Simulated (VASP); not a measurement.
# CdSe (gwk) (F-43m) in VASP: single point with PBE

Aim: the single point of CdSe (gwk) with PBE.

Everything below comes from runs of VASP 6.6.1. Logs are shortened: lines on timing, memory, paths and dates and some standing lists are left out, and cuts for length are marked.

### Step 1. The cell of the first run

The structure is cubic, space group F-43m (No. 216). The conventional cell has a = 6.082 Å, b = 6.082 Å, c = 6.082 Å, α = 90.00°, β = 90.00°, γ = 90.00°. Cd (site symmetry -43m) has 4 Se at 2.63 Å within 3.5 Å. Within 3.5 Å of Se (site symmetry -43m) lie 4 Cd at 2.63 Å.

### Step 2. Single point, PBE

INCAR reads:

```
SYSTEM = CdSe
PREC = Accurate ; ENCUT = 500
EDIFF = 1E-6 ; ISMEAR = 0
SIGMA = 0.01 ; LREAL = .FALSE.
LASPH = .TRUE. ; NELM = 120
ALGO = Normal ; ISIF = 2
LWAVE = .FALSE. ; LCHARG = .FALSE.
GGA = PE ; NBANDS = 16
GGA_COMPAT = .FALSE.
```

KPOINTS reads:

```
Automatic mesh
0
G
  6 6 6
  0 0 0
```

POSCAR reads:

```
CdSe
1.0
    0.0000000000      3.0408191232      3.0408191232
    3.0408191232      0.0000000000      3.0408191232
    3.0408191232      3.0408191232      0.0000000000
Cd Se
1 1
Direct
    0.0000000000      0.0000000000      0.0000000000
    0.7500000000      0.7500000000      0.7500000000
```

Potentials or basis: VASP PAW PBE potentials, release 64 (Cd, Se).

On the command line:

```bash
cat potpaw_PBE.64/Cd/POTCAR potpaw_PBE.64/Se/POTCAR > POTCAR
mpirun -np 1 vasp_std > vasp.out
```

OUTCAR:

```text
SYSTEM = CdSe
   PREC = Accurate
   ENCUT = 500
   EDIFF = 1E-6
   ISMEAR = 0
   LREAL = .FALSE.
   LASPH = .TRUE.
   NELM = 120
   ISIF = 2
   GGA = PE

 ion  position               nearest neighbor table
   1  0.000  0.000  0.000-   2 2.63   2 2.63   2 2.63   2 2.63
   2  0.750  0.750  0.750-   1 2.63   1 2.63   1 2.63   1 2.63

  LATTYP: Found a face centered cubic cell.
 ALAT       =     6.0816382464

  Lattice vectors:

 A1 = (   0.0000000000,   3.0408191232,   3.0408191232)
 A2 = (   3.0408191232,   0.0000000000,   3.0408191232)
 A3 = (   3.0408191232,   3.0408191232,   0.0000000000)

Analysis of symmetry for initial positions (statically):
=====================================================================
 Subroutine PRICEL returns:
 Original cell was already a primitive cell.

 Routine SETGRP: Setting up the symmetry group for a
 face centered cubic supercell.

 Subroutine GETGRP returns: Found 24 space group operations
 (whereof 24 operations were pure point group operations)
 out of a pool of 48 trial point group operations.

The static configuration has the point symmetry T_d .

Analysis of symmetry for dynamics (positions and initial velocities):
=====================================================================
 Subroutine PRICEL returns:
 Original cell was already a primitive cell.

 Routine SETGRP: Setting up the symmetry group for a
 face centered cubic supercell.

 Subroutine GETGRP returns: Found 24 space group operations
 (whereof 24 operations were pure point group operations)
 out of a pool of 48 trial point group operations.

The dynamic configuration has the point symmetry T_d .

 Subroutine INISYM returns: Found 24 space group operations
 (whereof 24 operations are pure point group operations),
 and found     1 'primitive' translations

----------------------------------------------------------------------------------------

                                     Primitive cell

  volume of cell :      56.2344

  direct lattice vectors                    reciprocal lattice vectors
     0.000000000  3.040819123  3.040819123    -0.164429379  0.164429379  0.164429379
     3.040819123  0.000000000  3.040819123     0.164429379 -0.164429379  0.164429379
     3.040819123  3.040819123  0.000000000     0.164429379  0.164429379 -0.164429379

  length of vectors
     4.300367645  4.300367645  4.300367645     0.284800039  0.284800039  0.284800039

  position of ions in fractional coordinates (direct lattice)
     0.000000000  0.000000000  0.000000000
     0.750000000  0.750000000  0.750000000

  ion indices of the primitive-cell ions
   primitive index   ion index
                 1           1
                 2           2

----------------------------------------------------------------------------------------

 KPOINTS: Automatic mesh

Automatic generation of k-mesh.
 Grid dimensions read from file:
 generate k-points for:    6    6    6

 Generating k-lattice:

  Cartesian coordinates                     Fractional coordinates (reciprocal lattice)
    -0.027404896  0.027404896  0.027404896     0.166666667  0.000000000  0.000000000
     0.027404896 -0.027404896  0.027404896     0.000000000  0.166666667  0.000000000
     0.027404896  0.027404896 -0.027404896     0.000000000  0.000000000  0.166666667

  Length of vectors
     0.047466673  0.047466673  0.047466673

  Shift w.r.t. Gamma in fractional coordinates (k-lattice)
     0.000000000  0.000000000  0.000000000

 Subroutine IBZKPT returns following result:
 ===========================================

 Found     16 irreducible k-points:

 Following reciprocal coordinates:
            Coordinates               Weight
  0.000000  0.000000  0.000000      1.000000
  0.166667  0.000000  0.000000      8.000000
  0.333333  0.000000  0.000000      8.000000
  0.500000  0.000000  0.000000      4.000000
  0.166667  0.166667  0.000000      6.000000
  0.333333  0.166667  0.000000     24.000000
[... 8 lines left out ...]
 -0.333333  0.333333  0.166667     24.000000
 -0.333333  0.500000  0.166667     12.000000
   k-points           NKPTS =     16   k-points in BZ     NKDIM =     16   number of bands    NBANDS=     16
   number of dos      NEDOS =    301   number of ions     NIONS =      2
   total plane-waves  NPLWV =  32768
   dimension x,y,z NGX =    32 NGY =   32 NGZ =   32
   dimension x,y,z NGXF=    64 NGYF=   64 NGZF=   64
   ions per type =               1   1
   NGX,Y,Z   is equivalent  to a cutoff of  12.37, 12.37, 12.37 a.u.
   NGXF,Y,Z  is equivalent  to a cutoff of  24.74, 24.74, 24.74 a.u.
 SYSTEM =  CdSe
   PREC   = accura    normal or accurate (medium, high low for compatibility)
   ISTART =      0    job   : 0-new  1-cont  2-samecut
   ICHARG =      2    charge: 1-file 2-atom 10-const
   ISPIN  =      1    spin polarized calculation?
   LNONCOLLINEAR =      F non collinear calculations
   LSORBIT =      F    spin-orbit coupling
   LASPH  =      T    aspherical Exc in radial PAW
   ENCUT  =  500.0 eV  36.75 Ry    6.06 a.u.   7.84  7.84  7.84*2*pi/ulx,y,z
   NELM   =    120;   NELMIN=  2; NELMDL= -5     # of ELM steps
   EDIFF  = 0.1E-05   stopping-criterion for ELM
   LREAL  =      F    real-space projection
   EDIFFG = 0.1E-04   stopping-criterion for IOM
   NSW    =      0    number of steps for IOM
   IBRION =     -1    ionic relax: 0-MD 1-quasi-New 2-CG
   NFREE  =      0    steps in history (QN), initial steepest desc. (CG)
   ISIF   =      2    stress and relaxation
   ISYM   =      2    0-nonsym 1-usesym 2-fastsym
   POTIM  = 0.5000    time-step for ionic-motion
   TEBEG  =    0.0;   TEEND  =   0.0 temperature during run
   PSTRESS=    0.0 pullay stress
   NELECT =      18.0000    total number of electrons
   NUPDOWN=      -1.0000    fix difference up-down
   EMIN   =  10.00;   EMAX   =-10.00  energy-range for DOS
   EFERMI =   0.00;   METHOD = LEGACY
   ISMEAR =     0;   SIGMA  =   0.01  broadening in eV -4-tet -1-fermi 0-gaus
   EFERMI_NEDOS =   21; number of points for ismear=-14 and -15
   IALGO  =     38    algorithm
   IMIX   =      4    mixing-type and parameters
     AMIX     =   0.40;   BMIX     =  1.00
     AMIX_MAG =   1.60;   BMIX_MAG =  1.00
  volume/ion in A,a.u.               =      28.12       189.74
  Fermi-wavevector in a.u.,A,eV,Ry     =   1.119863  2.116235 17.062987  1.254094
  Thomas-Fermi vector in A             =   2.256506
   LORBIT       =      0    0 simple, 1 ext, 2 COOP (PROOUT), +10 PAW based schemes
   GGA     = PE    functional components
   LHFCALC =     F    Hartree Fock is set to
   AEXX    =    0.0000 exact exchange contribution
   IVDW    =     0    specifies the selected vdW correction
   LEPSILON=     F    determine dielectric tensor
   LRPA    =     F    only Hartree local field effects (RPA)
 non-spin polarized calculation
 Gauss-broadening in eV      SIGMA  =   0.01
  energy-cutoff  :      500.00
  volume of cell :       56.23
 maximum number of plane-waves:      1458
   NGX = 15   NGY = 15   NGZ = 15

 number of electron      18.0000002 magnetization

 Free energy of the ion-electron system (eV)
  ---------------------------------------------------
  ext. energy  EPLUGINS =         0.00000000
  ---------------------------------------------------
  free energy    TOTEN  =        -5.46216761 eV

  energy without entropy =       -5.46216761  energy(sigma->0) =       -5.46216761

 E-fermi :   1.0712     XC(G=0):  -8.8862

 val. band max:        0.9482308336   @ k =   0.0000   0.0000   0.0000
 cond. band min:       1.5561151431   @ k =   0.0000   0.0000   0.0000
 fundamental gap:      0.6078843096
 Fermi energy:         1.0712352871

 k-point     1 :       0.0000    0.0000    0.0000
  band No.  band energies     occupation
      1     -11.6469      2.00000
      2      -6.9912      2.00000
      3      -6.9912      2.00000
      4      -6.9912      2.00000
      5      -6.6166      2.00000
      6      -6.6166      2.00000
[... 8 lines left out ...]
     15      12.0475      0.00000
     16      12.0475      0.00000

 k-point     2 :       0.1667    0.0000    0.0000
  band No.  band energies     occupation
      1     -11.5549      2.00000
      2      -6.9624      2.00000
      3      -6.9624      2.00000
      4      -6.9032      2.00000
      5      -6.6175      2.00000
      6      -6.6175      2.00000
[... 8 lines left out ...]
     15      11.0776      0.00000
     16      11.4789      0.00000

 k-point     3 :       0.3333    0.0000    0.0000
  band No.  band energies     occupation
      1     -11.3681      2.00000
      2      -6.9143      2.00000
      3      -6.9143      2.00000
      4      -6.6066      2.00000
      5      -6.6066      2.00000
      6      -6.6016      2.00000
[... 8 lines left out ...]
     15      11.5117      0.00000
     16      11.5117      0.00000

 k-point     4 :       0.5000    0.0000    0.0000
  band No.  band energies     occupation
      1     -11.2738      2.00000
      2      -6.8971      2.00000
      3      -6.8971      2.00000
      4      -6.5929      2.00000
      5      -6.5929      2.00000
      6      -6.3210      2.00000
[... 8 lines left out ...]
     15      13.0972      0.00000
     16      13.0972      0.00000

 k-point     5 :       0.1667    0.1667    0.0000
  band No.  band energies     occupation
      1     -11.5245      2.00000
      2      -6.9326      2.00000
      3      -6.9326      2.00000
      4      -6.9159      2.00000
      5      -6.6336      2.00000
      6      -6.6020      2.00000
[... 8 lines left out ...]
     15      12.2823      0.00000
     16      12.6813      0.00000

 k-point     6 :       0.3333    0.1667    0.0000
  band No.  band energies     occupation
      1     -11.3699      2.00000
      2      -6.8989      2.00000
      3      -6.8763      2.00000
      4      -6.7321      2.00000
      5      -6.5915      2.00000
      6      -6.5891      2.00000
[... 8 lines left out ...]
     15      12.4495      0.00000
     16      12.7840      0.00000

 k-point     7 :       0.5000    0.1667    0.0000
  band No.  band energies     occupation
      1     -11.2455      2.00000
      2      -6.8779      2.00000
      3      -6.8539      2.00000
      4      -6.6391      2.00000
      5      -6.5885      2.00000
      6      -6.3040      2.00000
[... 8 lines left out ...]
     15      12.8185      0.00000
     16      13.1997      0.00000

 k-point     8 :      -0.3333    0.1667    0.0000
  band No.  band energies     occupation
      1     -11.2764      2.00000
      2      -6.8785      2.00000
      3      -6.8744      2.00000
      4      -6.6188      2.00000
      5      -6.6169      2.00000
      6      -6.3906      2.00000
[... 8 lines left out ...]
     15      11.9846      0.00000
     16      13.1076      0.00000

 k-point     9 :      -0.1667    0.1667    0.0000
  band No.  band energies     occupation
      1     -11.4314      2.00000
      2      -6.9287      2.00000
      3      -6.9090      2.00000
      4      -6.7633      2.00000
      5      -6.6309      2.00000
      6      -6.5914      2.00000
[... 8 lines left out ...]
     15      11.6032      0.00000
     16      12.9792      0.00000

 k-point    10 :       0.3333    0.3333    0.0000
  band No.  band energies     occupation
      1     -11.2785      2.00000
      2      -6.8023      2.00000
      3      -6.8023      2.00000
      4      -6.7905      2.00000
      5      -6.5726      2.00000
      6      -6.5149      2.00000
[... 8 lines left out ...]
     15      12.8987      0.00000
     16      15.1398      0.00000

 k-point    11 :       0.5000    0.3333    0.0000
  band No.  band energies     occupation
      1     -11.1868      2.00000
      2      -6.8202      2.00000
      3      -6.7684      2.00000
      4      -6.7173      2.00000
      5      -6.5727      2.00000
      6      -6.2724      2.00000
[... 8 lines left out ...]
     15      13.4717      0.00000
     16      14.1570      0.00000

 k-point    12 :      -0.3333    0.3333    0.0000
  band No.  band energies     occupation
      1     -11.1867      2.00000
      2      -6.8455      2.00000
      3      -6.7996      2.00000
      4      -6.6544      2.00000
      5      -6.6027      2.00000
      6      -6.1866      2.00000
[... 8 lines left out ...]
     15      11.7619      0.00000
     16      15.0712      0.00000

 k-point    13 :       0.5000    0.5000    0.0000
  band No.  band energies     occupation
      1     -11.1564      2.00000
      2      -6.8006      2.00000
      3      -6.7293      2.00000
      4      -6.7293      2.00000
      5      -6.5579      2.00000
      6      -6.2559      2.00000
[... 8 lines left out ...]
     15      13.3494      0.00000
     16      14.3196      0.00000

 k-point    14 :       0.5000    0.3333    0.1667
  band No.  band energies     occupation
      1     -11.2473      2.00000
      2      -6.8448      2.00000
      3      -6.8368      2.00000
      4      -6.6850      2.00000
      5      -6.5902      2.00000
      6      -6.3775      2.00000
[... 8 lines left out ...]
     15      13.1000      0.00000
     16      14.0393      0.00000

 k-point    15 :      -0.3333    0.3333    0.1667
  band No.  band energies     occupation
      1     -11.1867      2.00000
      2      -6.8381      2.00000
      3      -6.8103      2.00000
      4      -6.6482      2.00000
      5      -6.6057      2.00000
      6      -6.1857      2.00000
[... 8 lines left out ...]
     15      12.8575      0.00000
     16      13.9672      0.00000

 k-point    16 :      -0.3333    0.5000    0.1667
  band No.  band energies     occupation
      1     -11.1571      2.00000
      2      -6.8046      2.00000
      3      -6.7834      2.00000
      4      -6.6797      2.00000
      5      -6.5890      2.00000
      6      -6.1595      2.00000
[... 8 lines left out ...]
     15      13.7912      0.00000
     16      13.9052      0.00000

------------------------ aborting loop because EDIFF is reached ----------------------------------------

  FORCE on cell =-STRESS in cart. coord.  units (eV):
  Direction    XX          YY          ZZ          XY          YZ          ZX
  --------------------------------------------------------------------------------------
  -------------------------------------------------------------------------------------
  Total        1.1212131      1.1212131      1.1212131     -0.0000000      0.0000000     -0.0000000
  in kB       31.9445650     31.9445650     31.9445650     -0.0000000      0.0000000     -0.0000000
  external PRESSURE =      31.9445650 kB  Pullay stress =       0.0000000 kB

 VOLUME and BASIS-vectors are now :
 -----------------------------------------------------------------------------
  energy-cutoff  :      500.00
  volume of cell :       56.23
      direct lattice vectors                 reciprocal lattice vectors
     0.000000000  3.040819123  3.040819123    -0.164429379  0.164429379  0.164429379
     3.040819123  0.000000000  3.040819123     0.164429379 -0.164429379  0.164429379
     3.040819123  3.040819123  0.000000000     0.164429379  0.164429379 -0.164429379

 POSITION                                       TOTAL-FORCE (eV/Angst)
 -----------------------------------------------------------------------------------
      0.00000      0.00000      0.00000         0.000000     -0.000000      0.000000
      4.56123      4.56123      4.56123        -0.000000      0.000000     -0.000000
 -----------------------------------------------------------------------------------
    total drift:                               -0.000000     -0.000000     -0.000000

  FREE ENERGIE OF THE ION-ELECTRON SYSTEM (eV)
  ---------------------------------------------------
  free  energy   TOTEN  =        -5.4621676101 eV

  energy  without entropy=       -5.4621676101  energy(sigma->0) =       -5.46216761
```

Wall time 11 s (1 thread of Intel Xeon Platinum 8259CL at 2.50GHz (Skylake/Cascade Lake), shared host); peak memory 0.18 GiB.

Results:

- Free energy: -5.4622 eV
- Pressure: 3.2 GPa
- Band gap on the k mesh: 0.61 eV, direct
